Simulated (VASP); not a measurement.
# SnSO (P6_3mc) in VASP: a series of runs

SnSO is run at these levels: LDA; tasks: vibrations by perturbation theory, electric field gradients.

All numbers are computed with VASP 6.6.1; they aren't measurements. Logs are shortened: lines on timing, memory, paths and dates and some standing lists are left out, and cuts for length are marked.

### Step 1. The cell of the first run

It takes space group P6_3mc (No. 186, hexagonal). Conventional cell: a = 3.412 Å, b = 3.412 Å, c = 10.097 Å, α = 90.00°, β = 90.00°, γ = 120.00°. Within 2.9 Å of Sn (site symmetry 3m) lie 3 O at 2.16 Å and 3 S at 2.49 Å. Within 3.6 Å of S (site symmetry 3m) lie 4 Sn at 2.49 to 3.52 Å and 6 O at 3.12 to 3.28 Å and 6 S at 3.41 Å. O (site symmetry 3m) has 3 Sn at 2.16 Å within 2.9 Å.

### Step 2. Vibrations by perturbation theory, LDA

INCAR reads:

```
SYSTEM = SnSO
  ALGO = Normal
  EDIFF = 1E-8
  ENCUT = 600
  GGA = CA
  GGA_COMPAT = .False.
  IBRION = 8
  ISIF = 2
  ISMEAR = -1
  KPAR = 4
  LASPH = .True.
  LCHARG = .False.
  LREAL = .False.
  LWAVE = .False.
  NELM = 120
  NSW = 1
  PREC = Accurate
  SIGMA = 0.15
```

KPOINTS reads:

```
k-points
0
Gamma
  12 12 4
  0 0 0
```

POSCAR reads:

```
SnSO
1.0
    3.4122194492      0.0000000000      0.0000000000
   -1.7061097246      2.9550687263      0.0000000000
    0.0000000000      0.0000000000     10.0974227168
Sn S O
2 2 2
Direct
    0.3333333333      0.6666666667      0.6042521566
    0.6666666667      0.3333333333      0.1042521566
    0.6666666667      0.3333333333      0.7552418796
    0.3333333333      0.6666666667      0.2552418796
    0.0000000000      0.0000000000      0.0155079638
    0.0000000000      0.0000000000      0.5155079638
```

Potentials or basis: VASP PAW LDA potentials, release 64 (Sn_d, S, O).

On the command line:

```
$ cat potpaw_LDA.64/Sn_d/POTCAR potpaw_LDA.64/S/POTCAR potpaw_LDA.64/O/POTCAR > POTCAR
$ mpirun -np 4 vasp_std > vasp.out
```

OUTCAR:

```text
SYSTEM = SnSO
   EDIFF = 1E-8
   ENCUT = 600
   GGA = CA
   IBRION = 8
   ISIF = 2
   ISMEAR = -1
   LASPH = .True.
   LREAL = .False.
   NELM = 120
   NSW = 1
   PREC = Accurate

 ion  position               nearest neighbor table
   1  0.333  0.667  0.604-   6 2.16   6 2.16   6 2.16   3 2.49   3 2.49   3 2.49
   2  0.667  0.333  0.104-   5 2.16   5 2.16   5 2.16   4 2.49   4 2.49   4 2.49
   3  0.667  0.333  0.755-   1 2.49   1 2.49   1 2.49
   4  0.333  0.667  0.255-   2 2.49   2 2.49   2 2.49
   5  0.000  0.000  0.016-   2 2.16   2 2.16   2 2.16
   6  0.000  0.000  0.516-   1 2.16   1 2.16   1 2.16

  LATTYP: Found a hexagonal cell.
 ALAT       =     3.4122194492
 C/A-ratio  =     2.9591949953

  Lattice vectors:

 A1 = (   3.4122194492,   0.0000000000,   0.0000000000)
 A2 = (  -1.7061097246,   2.9550687263,   0.0000000000)
 A3 = (   0.0000000000,   0.0000000000,  10.0974227168)

Analysis of symmetry for initial positions (statically):
=====================================================================
 Subroutine PRICEL returns:
 Original cell was already a primitive cell.

 Routine SETGRP: Setting up the symmetry group for a
 hexagonal supercell.

 Subroutine GETGRP returns: Found 12 space group operations
 (whereof  6 operations were pure point group operations)
 out of a pool of 24 trial point group operations.

The static configuration has the point symmetry C_3v.
 The point group associated with its full space group is C_6v.

Analysis of symmetry for dynamics (positions and initial velocities):
=====================================================================
 Subroutine PRICEL returns:
 Original cell was already a primitive cell.

 Routine SETGRP: Setting up the symmetry group for a
 hexagonal supercell.

 Subroutine GETGRP returns: Found 12 space group operations
 (whereof  6 operations were pure point group operations)
 out of a pool of 24 trial point group operations.

The dynamic configuration has the point symmetry C_3v.
 The point group associated with its full space group is C_6v.

 Subroutine INISYM returns: Found 12 space group operations
 (whereof  6 operations are pure point group operations),
[... 990 lines left out ...]
 -----------------------------------------------------------------------------
  energy-cutoff  :      600.00
  volume of cell :      101.82
      direct lattice vectors                 reciprocal lattice vectors
     3.412219449  0.000000000  0.000000000     0.293064387  0.169200803  0.000000000
    -1.706109725  2.955068726  0.000000000     0.000000000  0.338401605  0.000000000
     0.000000000  0.000000000 10.097422717     0.000000000  0.000000000  0.099035172

 POSITION                                       TOTAL-FORCE (eV/Angst)
 -----------------------------------------------------------------------------------
     -0.00000      1.97005      6.10139        -0.000000     -0.000000      0.062299
      1.70611      0.98502      1.05268         0.000000      0.000000      0.062299
      1.70611      0.98502      7.62600         0.000000      0.000000     -0.010542
     -0.00000      1.97005      2.57729        -0.000000     -0.000000     -0.010542
      0.00000      0.00000      0.15659        -0.000000      0.000000     -0.051757
      0.00000      0.00000      5.20530        -0.000000     -0.000000     -0.051757
 -----------------------------------------------------------------------------------
    total drift:                                0.000000      0.000000      0.000108

  FREE ENERGIE OF THE ION-ELECTRON SYSTEM (eV)
  ---------------------------------------------------
  free  energy   TOTEN  =       -34.5726148417 eV

  energy  without entropy=      -34.5501969605  energy(sigma->0) =      -34.56140590

[... ionic steps 2 to 15 ...]

--------------------------------------- Ionic step       16  -------------------------------------------

------------------------ aborting loop because EDIFF is reached ----------------------------------------

[... ionic steps 17 to 17 ...]

--------------------------------------- Ionic step       18  -------------------------------------------

 Free energy of the ion-electron system (eV)
  ---------------------------------------------------
  ---------------------------------------------------
  free energy    TOTEN  =        -0.38354205 eV

  energy without entropy =       -0.38353464

------------------------ aborting loop because EDIFF is reached ----------------------------------------

 INTERNAL STRAIN TENSOR  FOR ION    5  DIRECTION 3   (eV/Angst):
 -----------------------------------------------------------------------------
     8.28848 -0.00000  0.00000
     0.00000  8.28848  0.00000
    -0.00000  0.00000  7.42011

 INTERNAL STRAIN TENSOR FOR ION    6 for displacements in x,y,z  (eV/Angst):
          X           Y           Z          XY          YZ          ZX
  --------------------------------------------------------------------------------
  x     0.00000    -0.00000     0.00000     0.52806    -0.00000     6.77491
  y     0.52806    -0.52806     0.00000     0.00000     6.81076     0.00000
  z     8.28848     8.28848     7.42011     0.00000    -0.00000     0.00000

 SECOND DERIVATIVES (NOT SYMMETRIZED)
 ------------------------------------
               1X          1Y          1Z          2X          2Y          2Z          3X          3Y          3Z          4X          4Y          4Z          5X          5Y          5Z          6X          6Y          6Z
  1X    -8.764843    0.000000   -0.000000   -0.037526    0.000000   -0.000000    4.088336    0.000000    0.000000    0.027616    0.000000    0.000000   -0.042571    0.000000   -0.000000    4.728988   -0.000000    0.000000
  1Y    -0.000000   -8.764843    0.000000   -0.000000   -0.037526    0.000000   -0.000000    4.088336   -0.000000    0.000000    0.027616    0.000000    0.000000   -0.042571    0.000000    0.000000    4.728988    0.000000
  1Z     0.000000    0.000000  -17.467668   -0.000000    0.000000    1.985496    0.000000   -0.000000   10.366223    0.000000    0.000000   -0.803775    0.000000    0.000000   -1.321434   -0.000000    0.000000    7.241157
  2X    -0.037526    0.000000    0.000000   -8.764843   -0.000000    0.000000    0.027616    0.000000    0.000000    4.088336    0.000000   -0.000000    4.728988   -0.000000   -0.000000   -0.042571    0.000000    0.000000
  2Y     0.000000   -0.037526   -0.000000    0.000000   -8.764843   -0.000000    0.000000    0.027616    0.000000   -0.000000    4.088336    0.000000   -0.000000    4.728988   -0.000000    0.000000   -0.042571   -0.000000
  2Z     0.000000    0.000000    1.985496   -0.000000    0.000000  -17.467668    0.000000    0.000000   -0.803775    0.000000    0.000000   10.366223    0.000000    0.000000    7.241157    0.000000    0.000000   -1.321434
  3X     4.092091    0.000000   -0.000000    0.028396    0.000000   -0.000000   -5.406425    0.000000    0.000000    0.027911   -0.000000    0.000000    0.162446    0.000000    0.000000    1.095581    0.000000    0.000000
  3Y    -0.000000    4.092091    0.000000   -0.000000    0.028396    0.000000   -0.000000   -5.406425   -0.000000    0.000000    0.027911   -0.000000   -0.000000    0.162446    0.000000    0.000000    1.095581    0.000000
  3Z     0.000000    0.000000   10.273041    0.000000    0.000000   -0.707317    0.000000   -0.000000  -12.116969    0.000000   -0.000000    0.540818    0.000000    0.000000    0.780696   -0.000000    0.000000    1.229731
  4X     0.028396    0.000000    0.000000    4.092091    0.000000    0.000000    0.027911    0.000000   -0.000000   -5.406425    0.000000   -0.000000    1.095581    0.000000   -0.000000    0.162446   -0.000000    0.000000
  4Y    -0.000000    0.028396    0.000000   -0.000000    4.092091   -0.000000   -0.000000    0.027911    0.000000    0.000000   -5.406425    0.000000    0.000000    1.095581   -0.000000    0.000000    0.162446   -0.000000
  4Z    -0.000000    0.000000   -0.707317    0.000000   -0.000000   10.273041    0.000000    0.000000    0.540818   -0.000000    0.000000  -12.116969    0.000000    0.000000    1.229731    0.000000    0.000000    0.780696
  5X    -0.047375    0.000000    0.000000    4.724275   -0.000000   -0.000000    0.159020    0.000000    0.000000    1.091600    0.000000    0.000000   -5.876134    0.000000    0.000000   -0.051386    0.000000    0.000000
  5Y    -0.000000   -0.047375    0.000000    0.000000    4.724275    0.000000    0.000000    0.159020    0.000000    0.000000    1.091600    0.000000    0.000000   -5.876134    0.000000   -0.000000   -0.051386    0.000000
  5Z     0.000000   -0.000000   -1.287945    0.000000   -0.000000    7.208379    0.000000    0.000000    0.798491    0.000000   -0.000000    1.210169    0.000000    0.000000   -8.872666    0.000000    0.000000    0.943572
  6X     4.724275   -0.000000    0.000000   -0.047375   -0.000000   -0.000000    1.091600    0.000000   -0.000000    0.159020    0.000000   -0.000000   -0.051386   -0.000000   -0.000000   -5.876134    0.000000   -0.000000
  6Y     0.000000    4.724275   -0.000000   -0.000000   -0.047375   -0.000000    0.000000    1.091600   -0.000000   -0.000000    0.159020   -0.000000   -0.000000   -0.051386   -0.000000   -0.000000   -5.876134    0.000000
  6Z     0.000000    0.000000    7.208379    0.000000    0.000000   -1.287945    0.000000    0.000000    1.210169    0.000000    0.000000    0.798491    0.000000   -0.000000    0.943572    0.000000   -0.000000   -8.872666

 Eigenvectors and eigenvalues of the dynamical matrix
 ----------------------------------------------------

   1 f  =   13.032267 THz    81.884148 2PiTHz  434.709632 cm-1    53.897101 meV
             X         Y         Z           dx          dy          dz
     -0.000000  1.970046  6.101389    -0.000000   -0.000000   -0.277620
      1.706110  0.985023  1.052678    -0.000000    0.000000    0.277620
      1.706110  0.985023  7.625997    -0.000000    0.000000    0.125629
     -0.000000  1.970046  2.577285    -0.000000    0.000000   -0.125629
      0.000000  0.000000  0.156590     0.000000   -0.000000   -0.638079
      0.000000  0.000000  5.205302     0.000000   -0.000000    0.638079
[... 145 lines left out ...]
  18 f/i=    0.004766 THz     0.029945 2PiTHz    0.158971 cm-1     0.019710 meV
             X         Y         Z           dx          dy          dz
     -0.000000  1.970046  6.101389    -0.016433   -0.596366    0.000000
      1.706110  0.985023  1.052678    -0.016433   -0.596366    0.000000
      1.706110  0.985023  7.625997    -0.008534   -0.309697    0.000000
     -0.000000  1.970046  2.577285    -0.008534   -0.309697    0.000000
      0.000000  0.000000  0.156590    -0.006041   -0.219217    0.000000
      0.000000  0.000000  5.205302    -0.006041   -0.219217    0.000000

--------------------------------------------------------------------------------------------------------

 ELASTIC MODULI CONTR FROM IONIC RELAXATION (kBar)
 Direction    XX          YY          ZZ          XY          YZ          ZX
 --------------------------------------------------------------------------------
 XX        -422.3146   -350.5273   -532.9627     -0.0000     -0.0000     -0.0000
 YY        -350.5273   -422.3146   -532.9627      0.0000      0.0000      0.0000
 ZZ        -532.9627   -532.9627   -951.1980      0.0000      0.0000      0.0000
 XY          -0.0000      0.0000      0.0000    -35.8937      0.0000      0.0000
 YZ          -0.0000      0.0000      0.0000      0.0000   -456.7731     -0.0000
 ZX          -0.0000      0.0000      0.0000      0.0000     -0.0000   -578.7937
 --------------------------------------------------------------------------------
```

Run time: 17 min. Hardware: 4 MPI ranks of AMD EPYC 9R45 (Zen 5), shared host; peak memory 2 GiB.

What came out:

* Highest phonon frequency at Γ, LO-TO splitting left out: 435 cm⁻¹

Phonon frequencies in cm⁻¹ (negative: imaginary):
| q point | frequencies |
| --- | --- |
| (0.000, 0.000, 0.000) | 0 0 0 26 26 53 235 235 235 235 331 331 334 334 344 356 387 435 |

Caveat: spin-orbit coupling is left out, which moves the levels of the heavy elements.

### Step 3. Electric field gradients, LDA

INCAR reads:

```
PREC     = Accurate       # precision mode
ENCUT    = 520            # plane-wave cutoff, eV
EDIFF    = 1E-8           # SCF threshold, eV
ISMEAR   = -1             # smearing method
SIGMA    = 0.15           # smearing width, eV
LREAL    = False          # projectors in reciprocal space
LASPH    = True           # aspherical terms in the spheres
NELM     = 120            # most SCF steps
ALGO     = Normal         # electronic algorithm
ISIF     = 2              # what is computed and relaxed
LWAVE    = False          # write WAVECAR
LCHARG   = False          # write CHGCAR
LEFG     = True         
NBANDS   = 35             # bands
GGA_COMPAT= False
```

KPOINTS reads:

```
Automatic mesh
0
Gamma
  12 12 4
```

POSCAR is that of step 2.

Potentials or basis: VASP PAW LDA potentials, release 64 (Sn_d, S, O).

On the command line:

```
$ cat potpaw_LDA.64/Sn_d/POTCAR potpaw_LDA.64/S/POTCAR potpaw_LDA.64/O/POTCAR > POTCAR
$ mpirun -np 1 vasp_std > vasp.out
```

OUTCAR:

```text
PREC = Accurate
   ENCUT = 520
   EDIFF = 1E-8
   ISMEAR = -1
   LREAL = False
   LASPH = True
   NELM = 120
   ISIF = 2

 ion  position               nearest neighbor table
   1  0.333  0.667  0.604-   6 2.16   6 2.16   6 2.16   3 2.49   3 2.49   3 2.49
   2  0.667  0.333  0.104-   5 2.16   5 2.16   5 2.16   4 2.49   4 2.49   4 2.49
   3  0.667  0.333  0.755-   1 2.49   1 2.49   1 2.49
   4  0.333  0.667  0.255-   2 2.49   2 2.49   2 2.49
   5  0.000  0.000  0.016-   2 2.16   2 2.16   2 2.16
   6  0.000  0.000  0.516-   1 2.16   1 2.16   1 2.16

  LATTYP: Found a hexagonal cell.
 ALAT       =     3.4122194492
 C/A-ratio  =     2.9591949953

  Lattice vectors:

[... 1150 lines left out ...]
   2     -38.938   -38.936    77.874     0.002     0.000    -0.000
   3      -8.577    -8.577    17.154    -0.000     0.000    -0.000
   4      -8.577    -8.577    17.154    -0.000    -0.000     0.000
   5      54.335    54.336  -108.671     0.001    -0.000     0.000
   6      54.335    54.336  -108.671     0.001     0.000    -0.000
---------------------------------------------------------------------

 Electric field gradients after diagonalization (V/A^2)
 (convention: |V_zz| > |V_xx| > |V_yy|)
----------------------------------------------------------------------
 ion       V_xx      V_yy      V_zz     asymmetry (V_yy - V_xx)/ V_zz
----------------------------------------------------------------------
   1     -38.939   -38.935    77.874       0.000
   2     -38.939   -38.935    77.874       0.000
   3      -8.578    -8.577    17.154       0.000
   4      -8.578    -8.577    17.154       0.000
   5      54.337    54.334  -108.671       0.000
   6      54.337    54.334  -108.671       0.000
----------------------------------------------------------------------

           NMR quadrupolar parameters

 Cq : quadrupolar parameter    Cq=e*Q*V_zz/h
 eta: asymmetry parameters     (V_yy - V_xx)/ V_zz
 Q  : nuclear electric quadrupole moment in mb (millibarn)
----------------------------------------------------------------------
 ion       Cq(MHz)       eta       Q (mb)
----------------------------------------------------------------------
   1       0.188       0.000       1.000
   2       0.188       0.000       1.000
   3       0.041       0.000       1.000
   4       0.041       0.000       1.000
   5      -0.263       0.000       1.000
   6      -0.263       0.000       1.000
----------------------------------------------------------------------
```

It took 11 min on 1 thread of AMD EPYC 7R43 (Zen 3), shared host; peak memory 0.28 GiB.

What came out:

- Free energy: -34.5680 eV
- Pressure: 0.2 GPa
- Largest force: 0.063 eV/Å
- Band gap on the k mesh: zero (filled and empty bands touch)
- Largest electric field gradient by atom: Sn +77.9; S +17.2; O -108.7 V/Å²

Forces in eV/Å, atoms in the order of the input:
```
Sn   0.000  0.000  0.063
Sn   0.000  0.000  0.063
S    0.000  0.000 -0.010
S    0.000  0.000 -0.010
O    0.000  0.000 -0.053
O    0.000  0.000 -0.053
```

Electric field gradients, principal values (V/Å²):
| atom | least | middle | greatest (by size) |
| --- | --- | --- | --- |
| 1 Sn | -38.935 | -38.939 | 77.874 |
| 2 Sn | -38.935 | -38.939 | 77.874 |
| 3 S | -8.577 | -8.578 | 17.154 |
| 4 S | -8.577 | -8.578 | 17.154 |
| 5 O | 54.334 | 54.337 | -108.671 |
| 6 O | 54.334 | 54.337 | -108.671 |

Caveat: semilocal functionals underestimate gaps, so a narrow gap can read as zero; without QUAD_EFG the Cq values of the log hold for a quadrupole moment of 1 mb, not for the nuclei; spin-orbit coupling is left out, which moves the levels of the heavy elements.
